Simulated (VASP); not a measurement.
Input of a VASP 6.6.1 run:

File POSCAR:

```
Sn
1.0
   -1.8343782817      1.8343782817      1.8343782817
    1.8343782817     -1.8343782817      1.8343782817
    1.8343782817      1.8343782817     -1.8343782817
Sn
1
Direct
    0.0000000000      0.0000000000      0.0000000000
```

INCAR.step1

```
SYSTEM = Sn
PREC = Accurate
ENCUT = 520
ISMEAR = -1
SIGMA = 0.05
LREAL = .FALSE.
LASPH = .TRUE.
NELM = 60
NBANDS = 13
GGA = PE
ALGO = Normal
EDIFF = 1E-4
LWAVE = .TRUE.
LCHARG = .FALSE.
```

The input INCAR.step2:

```
SYSTEM = Sn
PREC = Accurate
ENCUT = 520
EDIFF = 1E-6
ISMEAR = -1
SIGMA = 0.05
LREAL = .FALSE.
LASPH = .TRUE.
NELM = 60
ALGO = Normal
ISIF = 2
LWAVE = .FALSE.
LCHARG = .FALSE.
METAGGA = R2SCAN
LMIXTAU = .TRUE.
NBANDS = 13
ISTART = 1
```

File KPOINTS:

```
regular mesh
0
G
  10 10 10
  0 0 0
```

Potentials or basis: VASP PAW PBE potentials, release 64 (Sn_d).

Command:

```console
$ cat potpaw_PBE.64/Sn_d/POTCAR > POTCAR
$ cp INCAR.step1 INCAR
$ mpirun -np 1 vasp_std > vasp.out
$ cp INCAR.step2 INCAR
$ mpirun -np 1 vasp_std > vasp.out
```

What does it give for the pressure?

5.0 GPa.

What does it give for the band gap on the k mesh?

Zero (band 7 reaches 18.70 eV, above the bottom of band 8 at 6.51 eV).

Caveat: the PAW data sets were made with another functional, which shifts forces and pressure a little; spin-orbit coupling is left out, which moves the levels of the heavy elements.
